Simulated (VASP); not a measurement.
# Se (P3_221) in VASP: notebook, part 3 of 4

VASP 6.6.1. Earlier steps stand in the parts before.

### 4 Electric field gradients, LDA (zz strain of -1 %)

INCAR

```
SYSTEM = Se
PREC = Accurate ; ENCUT = 520
EDIFF = 1E-8 ; ISMEAR = -1
SIGMA = 0.03 ; LREAL = .False.
LASPH = .True. ; NELM = 60
ALGO = Normal ; ISIF = 2
LWAVE = .False. ; LCHARG = .False.
GGA = CA ; LEFG = .True.
NBANDS = 16
```

KPOINTS

```
regular mesh
0
Gamma
  8 8 6
  0 0 0
```

POSCAR

```
Se
1.0
    4.3551696776      0.0000000000      0.0000000000
   -2.1775848388      3.7716875786      0.0000000000
    0.0000000000      0.0000000000      4.8999555000
Se
3
Direct
    0.2170000000      0.0000000000      0.1666666667
    0.0000000000      0.2170000000      0.8333333333
    0.7830000000      0.7830000000      0.5000000000
```

Potentials or basis: VASP PAW LDA potentials, release 64 (Se).

Started as:

```sh
cat potpaw_LDA.64/Se/POTCAR > POTCAR
mpirun -np 1 vasp_std > vasp.out
```

OUTCAR:

```text
SYSTEM = Se
   PREC = Accurate
   ENCUT = 520
   EDIFF = 1E-8
   ISMEAR = -1
   LREAL = .False.
   LASPH = .True.
   NELM = 60
   ISIF = 2
   GGA = CA

 ion  position               nearest neighbor table
   1  0.217  0.000  0.167-   3 2.31   2 2.31
   2  0.000  0.217  0.833-   3 2.31   1 2.31
   3  0.783  0.783  0.500-   1 2.31   2 2.31

  LATTYP: Found a hexagonal cell.
 ALAT       =     4.3551696776
 C/A-ratio  =     1.1250894598

  Lattice vectors:

 A1 = (   4.3551696776,   0.0000000000,   0.0000000000)
 A2 = (  -2.1775848388,   3.7716875786,   0.0000000000)
 A3 = (   0.0000000000,   0.0000000000,   4.8999555000)

Analysis of symmetry for initial positions (statically):
=====================================================================
 Subroutine PRICEL returns:
 Original cell was already a primitive cell.

 Routine SETGRP: Setting up the symmetry group for a
 hexagonal supercell.

 Subroutine GETGRP returns: Found  6 space group operations
 (whereof  2 operations were pure point group operations)
 out of a pool of 24 trial point group operations.

The static configuration has the point symmetry C_2 .
 The point group associated with its full space group is D_3 .

Analysis of symmetry for dynamics (positions and initial velocities):
=====================================================================
 Subroutine PRICEL returns:
 Original cell was already a primitive cell.

 Routine SETGRP: Setting up the symmetry group for a
 hexagonal supercell.

 Subroutine GETGRP returns: Found  6 space group operations
 (whereof  2 operations were pure point group operations)
 out of a pool of 24 trial point group operations.

The dynamic configuration has the point symmetry C_2 .
 The point group associated with its full space group is D_3 .

 Subroutine INISYM returns: Found  6 space group operations
 (whereof  2 operations are pure point group operations),
 and found     1 'primitive' translations

----------------------------------------------------------------------------------------

                                     Primitive cell

  volume of cell :      80.4883

  direct lattice vectors                    reciprocal lattice vectors
     4.355169678  0.000000000  0.000000000     0.229612179  0.132566653  0.000000000
    -2.177584839  3.771687579  0.000000000     0.000000000  0.265133307  0.000000000
     0.000000000  0.000000000  4.899955500     0.000000000  0.000000000  0.204083486

  length of vectors
     4.355169678  4.355169678  4.899955500     0.265133307  0.265133307  0.204083486

  position of ions in fractional coordinates (direct lattice)
     0.217000000  0.000000000  0.166666667
     0.000000000  0.217000000  0.833333333
     0.783000000  0.783000000  0.500000000

  ion indices of the primitive-cell ions
   primitive index   ion index
                 1           1
                 2           2
                 3           3

[... 79 lines left out ...]
   POTIM  = 0.5000    time-step for ionic-motion
   TEBEG  =    0.0;   TEEND  =   0.0 temperature during run
   PSTRESS=    0.0 pullay stress
   NELECT =      18.0000    total number of electrons
   NUPDOWN=      -1.0000    fix difference up-down
   EMIN   =  10.00;   EMAX   =-10.00  energy-range for DOS
   EFERMI =   0.00;   METHOD = LEGACY
   ISMEAR =    -1;   SIGMA  =   0.03  broadening in eV -4-tet -1-fermi 0-gaus
   EFERMI_NEDOS =   21; number of points for ismear=-14 and -15
   IALGO  =     38    algorithm
   IMIX   =      4    mixing-type and parameters
     AMIX     =   0.40;   BMIX     =  1.00
     AMIX_MAG =   1.60;   BMIX_MAG =  1.00
  volume/ion in A,a.u.               =      26.83       181.05
  Fermi-wavevector in a.u.,A,eV,Ry     =   0.993699  1.877818 13.434896  0.987437
  Thomas-Fermi vector in A             =   2.125599
   LORBIT       =      0    0 simple, 1 ext, 2 COOP (PROOUT), +10 PAW based schemes
   GGA     = CA    functional components
   LHFCALC =     F    Hartree Fock is set to
   AEXX    =    0.0000 exact exchange contribution
   IVDW    =     0    specifies the selected vdW correction
   LEPSILON=     F    determine dielectric tensor
   LRPA    =     F    only Hartree local field effects (RPA)
 non-spin polarized calculation
  energy-cutoff  :      520.00
  volume of cell :       80.49
 maximum number of plane-waves:      2186
   NGX = 17   NGY = 17   NGZ = 19

 number of electron      18.0000000 magnetization

 Free energy of the ion-electron system (eV)
  ---------------------------------------------------
  ext. energy  EPLUGINS =         0.00000000
  ---------------------------------------------------
  free energy    TOTEN  =       -12.23781524 eV

  energy without entropy =      -12.23781524  energy(sigma->0) =      -12.23781524

 E-fermi :   3.4095     XC(G=0):  -9.2166

 val. band max:        2.8699549450   @ k =   0.5000   0.0000   0.5000
 cond. band min:       3.9565138693   @ k =   0.3750   0.2500   0.5000
 fundamental gap:      1.0865589243
 Fermi energy:         3.4095365331

 k-point     1 :       0.0000    0.0000    0.0000
  band No.  band energies     occupation
      1     -13.4376      2.00000
      2      -9.0334      2.00000
      3      -9.0334      2.00000
      4      -1.2066      2.00000
      5      -1.2066      2.00000
      6      -1.0623      2.00000
[... 433 lines left out ...]
      3      -8.3930      2.00000
      4      -2.6502      2.00000
      5      -2.3499      2.00000
      6      -0.6144      2.00000
[... 8 lines left out ...]
     15      11.3428      0.00000
     16      12.2750      0.00000

 [... further k-points ...]

------------------------ aborting loop because EDIFF is reached ----------------------------------------

  FORCE on cell =-STRESS in cart. coord.  units (eV):
  Direction    XX          YY          ZZ          XY          YZ          ZX
  --------------------------------------------------------------------------------------
  -------------------------------------------------------------------------------------
  Total        0.7653415      0.7653415      2.3439049     -0.0000000      0.0000000      0.0000000
  in kB       15.2346646     15.2346646     46.6570899     -0.0000000      0.0000000      0.0000000
  external PRESSURE =      25.7088063 kB  Pullay stress =       0.0000000 kB

 VOLUME and BASIS-vectors are now :
 -----------------------------------------------------------------------------
  energy-cutoff  :      520.00
  volume of cell :       80.49
      direct lattice vectors                 reciprocal lattice vectors
     4.355169678  0.000000000  0.000000000     0.229612179  0.132566653  0.000000000
    -2.177584839  3.771687579  0.000000000     0.000000000  0.265133307  0.000000000
     0.000000000  0.000000000  4.899955500     0.000000000  0.000000000  0.204083486

 POSITION                                       TOTAL-FORCE (eV/Angst)
 -----------------------------------------------------------------------------------
      0.94507      0.00000      0.81666         1.131619     -0.000000      0.000000
     -0.47254      0.81846      4.08330        -0.565809      0.980011     -0.000000
      1.70505      2.95323      2.44998        -0.565809     -0.980011      0.000000
 -----------------------------------------------------------------------------------
    total drift:                                0.000000      0.000000     -0.000000

  FREE ENERGIE OF THE ION-ELECTRON SYSTEM (eV)
  ---------------------------------------------------
  free  energy   TOTEN  =       -12.2378152440 eV

  energy  without entropy=      -12.2378152436  energy(sigma->0) =      -12.23781524

 Electric field gradients (V/A^2)
---------------------------------------------------------------------
 ion       V_xx      V_yy      V_zz      V_xy      V_xz      V_yz
---------------------------------------------------------------------
   1     148.744  -334.659   185.915     0.000     0.000  -315.712
   2    -213.808    27.894   185.915  -209.319   273.415   157.856
   3    -213.808    27.894   185.915   209.320  -273.415   157.856
---------------------------------------------------------------------

 Electric field gradients after diagonalization (V/A^2)
 (convention: |V_zz| > |V_xx| > |V_yy|)
----------------------------------------------------------------------
 ion       V_xx      V_yy      V_zz     asymmetry (V_yy - V_xx)/ V_zz
----------------------------------------------------------------------
   1     334.802   148.744  -483.546       0.385
   2     334.802   148.744  -483.546       0.385
   3     334.802   148.745  -483.546       0.385
----------------------------------------------------------------------

           NMR quadrupolar parameters

 Cq : quadrupolar parameter    Cq=e*Q*V_zz/h
 eta: asymmetry parameters     (V_yy - V_xx)/ V_zz
 Q  : nuclear electric quadrupole moment in mb (millibarn)
----------------------------------------------------------------------
 ion       Cq(MHz)       eta       Q (mb)
----------------------------------------------------------------------
   1      -1.169       0.385       1.000
   2      -1.169       0.385       1.000
   3      -1.169       0.385       1.000
----------------------------------------------------------------------
```

OSZICAR:

```text
N       E                     dE             d eps       ncg     rms          rms(c)
DAV:   1     0.791719574127E+02    0.79172E+02   -0.72302E+03  1600   0.937E+02
DAV:   2    -0.719420339840E+01   -0.86366E+02   -0.82015E+02  2128   0.152E+02
DAV:   3    -0.123334402383E+02   -0.51392E+01   -0.51217E+01  1984   0.427E+01
DAV:   4    -0.123706837903E+02   -0.37244E-01   -0.37235E-01  2080   0.428E+00
DAV:   5    -0.123709510478E+02   -0.26726E-03   -0.26725E-03  2056   0.355E-01    0.808E+00
DAV:   6    -0.122756900473E+02    0.95261E-01   -0.43135E-02  1936   0.120E+00    0.495E+00
DAV:   7    -0.122388536358E+02    0.36836E-01   -0.81948E-02  1824   0.160E+00    0.212E-01
DAV:   8    -0.122377894487E+02    0.10642E-02   -0.86752E-03  1832   0.568E-01    0.104E-01
DAV:   9    -0.122378129073E+02   -0.23459E-04   -0.30648E-04  2192   0.104E-01    0.317E-02
DAV:  10    -0.122378148907E+02   -0.19834E-05   -0.14955E-05  1992   0.242E-02    0.635E-03
DAV:  11    -0.122378154144E+02   -0.52374E-06   -0.26302E-06  2136   0.919E-03    0.260E-03
DAV:  12    -0.122378152433E+02    0.17114E-06   -0.51501E-07  1944   0.442E-03    0.781E-04
DAV:  13    -0.122378152431E+02    0.17951E-09   -0.10122E-07  2120   0.171E-03    0.263E-04
DAV:  14    -0.122378152440E+02   -0.86004E-09   -0.76979E-09  1168   0.518E-04
   1 F= -.12237815E+02 E0= -.12237815E+02  d E =-.388165E-09
```

stdout:

```text
POSCAR found type information on POSCAR Se
 POSCAR found :  1 types and       3 ions
 scaLAPACK will be used
 LDA part: xc-table for (Slater(with rela. corr.)+CA(PZ))
 , standard interpolation
 POSCAR, INCAR and KPOINTS ok, starting setup
 FFT: planning ... GRIDC
 FFT: planning ... GRID_SOFT
 FFT: planning ... GRID
 WAVECAR not read
 entering main loop
ion   1

ion   2
     0.0000499     3.1269581    -2.2612203    -2.2423728    -3.9165485     1.8053501
     0.0000687     3.1269581    -2.2612203    -2.2423728    -3.9165485     1.8053501
     0.0000946     3.1269581    -2.2612203    -2.2423727    -3.9165484     1.8053501
     0.0001302     3.1269580    -2.2612203    -2.2423727    -3.9165484     1.8053501

     0.0000499   191.4895657  -144.2644819  -147.0774300  -249.8734123   110.5565523
     0.0000687   191.4849265  -144.2609774  -147.0738624  -249.8673425   110.5538738
     0.0000946   191.4774067  -144.2552972  -147.0680803  -249.8575041   110.5495323
     0.0001302   191.4652783  -144.2461361  -147.0587560  -249.8416366   110.5425299

ion   3
     0.0000499    -3.1269581    -2.2612203    -2.2423728     3.9165485     1.8053501
     0.0000687    -3.1269581    -2.2612203    -2.2423728     3.9165485     1.8053501
     0.0000946    -3.1269581    -2.2612203    -2.2423727     3.9165484     1.8053501
     0.0001302    -3.1269580    -2.2612203    -2.2423727     3.9165484     1.8053501

     0.0000499  -191.4895657  -144.2644819  -147.0774300   249.8734123   110.5565523
     0.0000687  -191.4849265  -144.2609774  -147.0738624   249.8673425   110.5538738
     0.0000946  -191.4774067  -144.2552972  -147.0680803   249.8575041   110.5495323
     0.0001302  -191.4652783  -144.2461361  -147.0587560   249.8416366   110.5425299
```

Wall time 66 s (1 thread of Intel Xeon 8259CL, shared host); peak memory 0.18 GiB.

What came out:

```yaml
Free_energy: -12.2378 eV
Pressure: 2.6 GPa
Largest_force: 1.132 eV/Å
Band_gap_on_the_k_mesh: 1.09 eV (least direct gap 1.17 eV)
Largest_electric_field_gradient_by_atom: Se -483.5 V/Å²
```

Forces on the atoms (eV/Å):
```
Se   1.132  0.000  0.000
Se  -0.566  0.980  0.000
Se  -0.566 -0.980  0.000
```

Levels at points of the mesh, in eV from the valence-band top:
| k point | band 7 | band 8 | band 9 | band 10 | band 11 | band 12 |
| --- | --- | --- | --- | --- | --- | --- |
| (0.00, 0.00, 0.00) | -2.27 | -2.27 | -0.43 | 2.00 | 2.00 | 2.33 |
| (0.50, 0.00, 0.00) | -3.03 | -2.02 | -1.09 | 1.99 | 2.53 | 4.31 |
| (0.00, 0.00, 0.50) | -1.67 | -1.67 | -1.22 | 1.24 | 1.26 | 1.26 |
| (0.50, 0.00, 0.50) | -1.96 | -1.46 | 0.00 | 1.54 | 2.70 | 3.14 |

Electric field gradients, principal values (V/Å²):
| atom | least | middle | greatest (by size) |
| --- | --- | --- | --- |
| 1 Se | 148.744 | 334.802 | -483.546 |
| 2 Se | 148.744 | 334.802 | -483.546 |
| 3 Se | 148.745 | 334.802 | -483.546 |

Caveat: the cell differs from its parent crystal (zz strain of -1 %); without QUAD_EFG the Cq values of the log hold for a quadrupole moment of 1 mb, not for the nuclei; forces of over 1 eV/Å act on the atoms, so gaps and moduli don't describe the material at rest. A k mesh can miss the band edges.

(Continued in part 4 of 4.)
